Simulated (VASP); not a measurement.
# CdS in VASP: a series of runs

The runs below take CdS through single point, with r2SCAN.

Program: VASP 6.6.1. These are calculated values, not measurements. Logs are shortened: lines on timing, memory, paths and dates and some standing lists are left out, and cuts for length are marked.

## 1. The cell of the first run

Symmetry: I-4m2, No. 119, tetragonal system. Conventional cell: a = 4.157 Å, b = 4.157 Å, c = 6.172 Å, α = 90.00°, β = 90.00°, γ = 90.00°. Within 3.4 Å of Cd (site symmetry -4m2) lie 4 S at 2.59 Å. S (site symmetry -4m2) has 4 Cd at 2.59 Å within 3.4 Å.

## 2. Single point, r2SCAN (uniaxial x strain +5.0%)

The input, POSCAR:

```
CdS
1.0
    0.0000000000      2.9392148416      2.9392148416
    3.0861755837      0.0000000000      2.9392148416
    3.0861755837      2.9392148416      0.0000000000
Cd S
1 1
Direct
    0.0000000000      0.0000000000      0.0000000000
    0.2500000000      0.2500000000      0.2500000000
```

The input, INCAR.step1:

```
PREC = Accurate ; ENCUT = 520
ISMEAR = 0 ; SIGMA = 0.01
LREAL = False ; LASPH = True
NELM = 60 ; NBANDS = 16
GGA = PE ; ALGO = Normal
EDIFF = 1E-4 ; LWAVE = True
LCHARG = False
```

The input, INCAR.step2:

```
PREC = Accurate ; ENCUT = 520
EDIFF = 1E-7 ; ISMEAR = 0
SIGMA = 0.01 ; LREAL = False
LASPH = True ; NELM = 60
ALGO = Normal ; ISIF = 2
LWAVE = False ; LCHARG = False
METAGGA = R2SCAN ; LMIXTAU = True
NBANDS = 16 ; ISTART = 1
```

The input, KPOINTS:

```
Automatic mesh
0
Gamma
  8 8 8
```

Potentials or basis: VASP PAW PBE potentials, release 64 (Cd, S).

Run with:

```bash
$ cat potpaw_PBE.64/Cd/POTCAR potpaw_PBE.64/S/POTCAR > POTCAR
$ cp INCAR.step1 INCAR
$ mpirun -np 1 vasp_std > vasp.out
$ cp INCAR.step2 INCAR
$ mpirun -np 1 vasp_std > vasp.out
```

OUTCAR:

```text
PREC = Accurate
   ENCUT = 520
   EDIFF = 1E-7
   ISMEAR = 0
   LREAL = False
   LASPH = True
   NELM = 60
   ISIF = 2
   METAGGA = R2SCAN
   ISTART = 1

 ion  position               nearest neighbor table
   1  0.000  0.000  0.000-   2 2.59   2 2.59   2 2.59   2 2.59
   2  0.250  0.250  0.250-   1 2.59   1 2.59   1 2.59   1 2.59

  LATTYP: Found a body centered tetragonal cell.
 ALAT       =     4.1566774917
 C/A-ratio  =     1.4849242405

  Lattice vectors:

 A1 = (   3.0861755837,   0.0000000000,   2.9392148416)
 A2 = (   3.0861755837,   0.0000000000,  -2.9392148416)
 A3 = (  -3.0861755837,   2.9392148416,   0.0000000000)

Analysis of symmetry for initial positions (statically):
=====================================================================
 Subroutine PRICEL returns:
 Original cell was already a primitive cell.

 Routine SETGRP: Setting up the symmetry group for a
 body centered tetragonal supercell.

 Subroutine GETGRP returns: Found  8 space group operations
 (whereof  8 operations were pure point group operations)
 out of a pool of 16 trial point group operations.

The static configuration has the point symmetry D_2d.

Analysis of symmetry for dynamics (positions and initial velocities):
=====================================================================
 Subroutine PRICEL returns:
 Original cell was already a primitive cell.

 Routine SETGRP: Setting up the symmetry group for a
 body centered tetragonal supercell.

 Subroutine GETGRP returns: Found  8 space group operations
 (whereof  8 operations were pure point group operations)
 out of a pool of 16 trial point group operations.

The dynamic configuration has the point symmetry D_2d.

 Subroutine INISYM returns: Found  8 space group operations
 (whereof  8 operations are pure point group operations),
 and found     1 'primitive' translations

----------------------------------------------------------------------------------------

                                     Primitive cell

  volume of cell :      53.3228

  direct lattice vectors                    reciprocal lattice vectors
     0.000000000  2.939214842  2.939214842    -0.162012817  0.170113458  0.170113458
     3.086175584  0.000000000  2.939214842     0.162012817 -0.170113458  0.170113458
     3.086175584  2.939214842  0.000000000     0.162012817  0.170113458 -0.170113458

  length of vectors
     4.156677492  4.261861520  4.261861520     0.290043669  0.290043669  0.290043669

  position of ions in fractional coordinates (direct lattice)
     0.000000000  0.000000000  0.000000000
     0.250000000  0.250000000  0.250000000

  ion indices of the primitive-cell ions
   primitive index   ion index
                 1           1
                 2           2

----------------------------------------------------------------------------------------

 KPOINTS: Automatic mesh

Automatic generation of k-mesh.
 Grid dimensions read from file:
 generate k-points for:    8    8    8

 Generating k-lattice:

  Cartesian coordinates                     Fractional coordinates (reciprocal lattice)
    -0.020251602  0.021264182  0.021264182     0.125000000  0.000000000  0.000000000
     0.020251602 -0.021264182  0.021264182     0.000000000  0.125000000  0.000000000
     0.020251602  0.021264182 -0.021264182     0.000000000  0.000000000  0.125000000

  Length of vectors
     0.036255459  0.036255459  0.036255459

  Shift w.r.t. Gamma in fractional coordinates (k-lattice)
     0.000000000  0.000000000  0.000000000

 Subroutine IBZKPT returns following result:
 ===========================================

 Found     59 irreducible k-points:

 Following reciprocal coordinates:
            Coordinates               Weight
  0.000000  0.000000  0.000000      1.000000
  0.125000  0.000000  0.000000      8.000000
  0.250000  0.000000  0.000000      8.000000
  0.375000  0.000000  0.000000      8.000000
  0.500000  0.000000  0.000000      4.000000
  0.125000  0.125000  0.000000      4.000000
[... 16 lines left out ...]
  0.250000  0.125000  0.125000      4.000000
  0.375000  0.125000  0.125000      8.000000
 [... further k-points ...]
   k-points           NKPTS =     59   k-points in BZ     NKDIM =     59   number of bands    NBANDS=     16
   number of dos      NEDOS =    301   number of ions     NIONS =      2
   total plane-waves  NPLWV =  32768
   dimension x,y,z NGX =    32 NGY =   32 NGZ =   32
   dimension x,y,z NGXF=    64 NGYF=   64 NGZF=   64
   ions per type =               1   1
   NGX,Y,Z   is equivalent  to a cutoff of  12.80, 12.48, 12.48 a.u.
   NGXF,Y,Z  is equivalent  to a cutoff of  25.60, 24.97, 24.97 a.u.
 SYSTEM =  unknown system
   PREC   = accura    normal or accurate (medium, high low for compatibility)
   ISTART =      1    job   : 0-new  1-cont  2-samecut
   ICHARG =      0    charge: 1-file 2-atom 10-const
   ISPIN  =      1    spin polarized calculation?
   LNONCOLLINEAR =      F non collinear calculations
   LSORBIT =      F    spin-orbit coupling
   LASPH  =      T    aspherical Exc in radial PAW
   ENCUT  =  520.0 eV  38.22 Ry    6.18 a.u.   7.73  7.92  7.92*2*pi/ulx,y,z
   NELM   =     60;   NELMIN=  2; NELMDL=  0     # of ELM steps
   EDIFF  = 0.1E-06   stopping-criterion for ELM
   LREAL  =      F    real-space projection
   EDIFFG = 0.1E-05   stopping-criterion for IOM
   NSW    =      0    number of steps for IOM
   IBRION =     -1    ionic relax: 0-MD 1-quasi-New 2-CG
   NFREE  =      0    steps in history (QN), initial steepest desc. (CG)
   ISIF   =      2    stress and relaxation
   ISYM   =      2    0-nonsym 1-usesym 2-fastsym
   POTIM  = 0.5000    time-step for ionic-motion
   TEBEG  =    0.0;   TEEND  =   0.0 temperature during run
   PSTRESS=    0.0 pullay stress
   NELECT =      18.0000    total number of electrons
   NUPDOWN=      -1.0000    fix difference up-down
   EMIN   =  10.00;   EMAX   =-10.00  energy-range for DOS
   EFERMI =   0.00;   METHOD = LEGACY
   ISMEAR =     0;   SIGMA  =   0.01  broadening in eV -4-tet -1-fermi 0-gaus
   EFERMI_NEDOS =   21; number of points for ismear=-14 and -15
   IALGO  =     38    algorithm
   IMIX   =      4    mixing-type and parameters
     AMIX     =   0.40;   BMIX     =  1.00
     AMIX_MAG =   1.60;   BMIX_MAG =  1.00
  volume/ion in A,a.u.               =      26.66       179.92
  Fermi-wavevector in a.u.,A,eV,Ry     =   1.139886  2.154071 17.678580  1.299339
  Thomas-Fermi vector in A             =   2.276588
   LORBIT       =      0    0 simple, 1 ext, 2 COOP (PROOUT), +10 PAW based schemes
   METAGGA = R2SCAN    functional components
   LHFCALC =     F    Hartree Fock is set to
   AEXX    =    0.0000 exact exchange contribution
   IVDW    =     0    specifies the selected vdW correction
   LEPSILON=     F    determine dielectric tensor
   LRPA    =     F    only Hartree local field effects (RPA)
 non-spin polarized calculation
 Gauss-broadening in eV      SIGMA  =   0.01
  energy-cutoff  :      520.00
  volume of cell :       53.32
 maximum number of plane-waves:      1448
   NGX = 15   NGY = 15   NGZ = 15

 number of electron      17.9999998 magnetization

 Free energy of the ion-electron system (eV)
  ---------------------------------------------------
  ext. energy  EPLUGINS =         0.00000000
  ---------------------------------------------------
  free energy    TOTEN  =       -29.66245649 eV

  energy without entropy =      -29.66245649  energy(sigma->0) =      -29.66245649

 E-fermi :   0.5922     XC(G=0):  -9.3831

 val. band max:        0.5063519920   @ k =   0.0000   0.0000   0.0000
 cond. band min:       1.8724777126   @ k =   0.0000   0.0000   0.0000
 fundamental gap:      1.3661257205
 Fermi energy:         0.5922060470

 k-point     1 :       0.0000    0.0000    0.0000
  band No.  band energies     occupation
      1     -11.9837      2.00000
      2      -7.2981      2.00000
      3      -7.2686      2.00000
      4      -7.2686      2.00000
      5      -6.8718      2.00000
      6      -6.8623      2.00000
[... 8 lines left out ...]
     15      12.1285      0.00000
     16      12.6921      0.00000

 k-point     2 :       0.1250    0.0000    0.0000
  band No.  band energies     occupation
      1     -11.9302      2.00000
      2      -7.2729      2.00000
      3      -7.2492      2.00000
      4      -7.2213      2.00000
      5      -6.8704      2.00000
      6      -6.8645      2.00000
[... 8 lines left out ...]
     15      11.9992      0.00000
     16      12.6725      0.00000

 k-point     3 :       0.2500    0.0000    0.0000
  band No.  band energies     occupation
      1     -11.8006      2.00000
      2      -7.2292      2.00000
      3      -7.2061      2.00000
      4      -7.0447      2.00000
      5      -6.8645      2.00000
      6      -6.8592      2.00000
[... 8 lines left out ...]
     15      11.6199      0.00000
     16      12.1179      0.00000

 k-point     4 :       0.3750    0.0000    0.0000
  band No.  band energies     occupation
      1     -11.6711      2.00000
      2      -7.1977      2.00000
      3      -7.1710      2.00000
      4      -6.8546      2.00000
      5      -6.8441      2.00000
      6      -6.7359      2.00000
[... 8 lines left out ...]
     15      12.3442      0.00000
     16      12.5043      0.00000
[... 324 lines left out ...]
 k-point    22 :       0.0000    0.1250    0.1250
  band No.  band energies     occupation
      1     -11.9162      2.00000
      2      -7.2495      2.00000
      3      -7.2310      2.00000
      4      -7.2310      2.00000
      5      -6.8855      2.00000
      6      -6.8536      2.00000
[... 8 lines left out ...]
     15      12.7889      0.00000
     16      13.0911      0.00000

 k-point    23 :       0.2500    0.1250    0.1250
  band No.  band energies     occupation
      1     -11.8487      2.00000
      2      -7.2350      2.00000
      3      -7.2271      2.00000
      4      -7.1351      2.00000
      5      -6.8774      2.00000
      6      -6.8484      2.00000
[... 8 lines left out ...]
     15      11.8227      0.00000
     16      13.3151      0.00000

 k-point    24 :       0.3750    0.1250    0.1250
  band No.  band energies     occupation
      1     -11.7194      2.00000
      2      -7.1923      2.00000
      3      -7.1816      2.00000
      4      -6.9510      2.00000
      5      -6.8796      2.00000
      6      -6.7909      2.00000
[... 8 lines left out ...]
     15      12.3994      0.00000
     16      12.9693      0.00000

 [... further k-points ...]
[... 5 lines left out ...]
  --------------------------------------------------------------------------------------
  -------------------------------------------------------------------------------------
  Total       -1.0786090     -0.6976588     -0.6976588      0.0000000      0.0000000      0.0000000
  in kB      -32.4086788    -20.9623687    -20.9623687      0.0000000      0.0000000      0.0000000
  external PRESSURE =     -24.7778054 kB  Pullay stress =       0.0000000 kB

 VOLUME and BASIS-vectors are now :
 -----------------------------------------------------------------------------
  energy-cutoff  :      520.00
  volume of cell :       53.32
      direct lattice vectors                 reciprocal lattice vectors
     0.000000000  2.939214842  2.939214842    -0.162012817  0.170113458  0.170113458
     3.086175584  0.000000000  2.939214842     0.162012817 -0.170113458  0.170113458
     3.086175584  2.939214842  0.000000000     0.162012817  0.170113458 -0.170113458

 POSITION                                       TOTAL-FORCE (eV/Angst)
 -----------------------------------------------------------------------------------
      0.00000      0.00000      0.00000        -0.000000     -0.000000     -0.000000
      1.54309      1.46961      1.46961         0.000000      0.000000      0.000000
 -----------------------------------------------------------------------------------
    total drift:                               -0.000006     -0.000002     -0.000002

  FREE ENERGIE OF THE ION-ELECTRON SYSTEM (eV)
  ---------------------------------------------------
  free  energy   TOTEN  =       -29.6624564893 eV

  energy  without entropy=      -29.6624564893  energy(sigma->0) =      -29.66245649
```

Wall time 63 s (1 thread of Intel Xeon 6975P-C (Granite Rapids), shared host); peak memory 0.21 GiB.

Results:

```
Free energy            : -29.6625 eV
Pressure               : -2.5 GPa
Band gap on the k mesh : 1.37 eV
```

Levels at points of the mesh, in eV from the valence-band top:
| k point | band 7 | band 8 | band 9 | band 10 | band 11 | band 12 |
| --- | --- | --- | --- | --- | --- | --- |
| (0.00, 0.00, 0.00) | -0.15 | 0.00 | 0.00 | 1.37 | 7.04 | 7.04 |
| (0.50, 0.00, 0.00) | -4.07 | -0.81 | -0.62 | 3.28 | 7.25 | 7.61 |
| (0.50, 0.50, 0.00) | -3.61 | -1.82 | -1.75 | 3.85 | 4.47 | 9.56 |
| (0.00, 0.50, 0.50) | -3.89 | -1.60 | -1.60 | 4.02 | 4.87 | 9.09 |

Caveat: the cell differs from its parent crystal (uniaxial x strain +5.0%); the PAW data sets were made with another functional, which shifts forces and pressure a little.

## 3. Single point, r2SCAN (epitaxial 111 strain -1.0%)

The input, POSCAR:

```
CdS
1.0
    0.0373406315      2.9471633247      2.9471633247
    2.9471633247      0.0373406315      2.9471633247
    2.9471633247      2.9471633247      0.0373406315
Cd S
1 1
Direct
    0.0014428186      0.0014428186      0.0014428186
    0.2485571814      0.2485571814      0.2485571814
```

The input, INCAR.step1:

```
SYSTEM = CdS
PREC     = Accurate       ! precision mode
ENCUT    = 520            ! plane-wave cutoff, eV
ISMEAR   = 0              ! smearing method
SIGMA    = 0.01           ! smearing width, eV
LREAL    = .FALSE.        ! projectors in reciprocal space
LASPH    = .TRUE.         ! aspherical terms in the spheres
NELM     = 60             ! most SCF steps
NBANDS   = 16             ! bands
GGA      = PE             ! functional
ALGO     = Normal         ! electronic algorithm
EDIFF    = 1E-4           ! SCF threshold, eV
LWAVE    = .TRUE.         ! write WAVECAR
LCHARG   = .FALSE.        ! write CHGCAR
```

The input, INCAR.step2:

```
SYSTEM = CdS
PREC     = Accurate       ! precision mode
ENCUT    = 520            ! plane-wave cutoff, eV
EDIFF    = 1E-6           ! SCF threshold, eV
ISMEAR   = 0              ! smearing method
SIGMA    = 0.01           ! smearing width, eV
LREAL    = .FALSE.        ! projectors in reciprocal space
LASPH    = .TRUE.         ! aspherical terms in the spheres
NELM     = 60             ! most SCF steps
ALGO     = Normal         ! electronic algorithm
ISIF     = 2              ! what is computed and relaxed
LWAVE    = .FALSE.        ! write WAVECAR
LCHARG   = .FALSE.        ! write CHGCAR
METAGGA  = R2SCAN         ! meta-GGA
LMIXTAU  = .TRUE.       
NBANDS   = 16             ! bands
ISTART   = 1
```

The input, KPOINTS:

```
regular mesh
0
G
  8 8 8
  0 0 0
```

Potentials or basis: VASP PAW PBE potentials, release 64 (Cd, S).

Run with:

```bash
$ cat potpaw_PBE.64/Cd/POTCAR potpaw_PBE.64/S/POTCAR > POTCAR
$ cp INCAR.step1 INCAR
$ mpirun -np 1 vasp_std > vasp.out
$ cp INCAR.step2 INCAR
$ mpirun -np 1 vasp_std > vasp.out
```

It took 67 s on 1 thread of Intel Xeon 6975P-C (Granite Rapids), shared host; peak memory 0.21 GiB.

Results (log left out):

- Free energy: -29.6817 eV
- Pressure: 1.0 GPa
- Band gap on the k mesh: 1.53 eV

Stress tensor (GPa, compression positive):
```
 0.98 -0.33 -0.33
-0.33  0.98 -0.33
-0.33 -0.33  0.98
```

Levels at points of the mesh, in eV from the valence-band top:
```
           k point  band 7  band 8  band 9  band 10  band 11  band 12
(0.00, 0.00, 0.00)   -0.08    0.00    0.00     1.53     6.90     7.13
(0.50, 0.00, 0.00)   -4.40   -0.83   -0.74     3.39     7.41     7.42
(0.50, 0.50, 0.00)   -3.95   -1.96   -1.85     3.82     4.73     9.70
(0.50, 0.50, 0.50)   -4.47   -0.73   -0.73     3.56     7.57     7.57
```

Caveat: the cell differs from its parent crystal (epitaxial 111 strain -1.0%); the PAW data sets were made with another functional, which shifts forces and pressure a little.
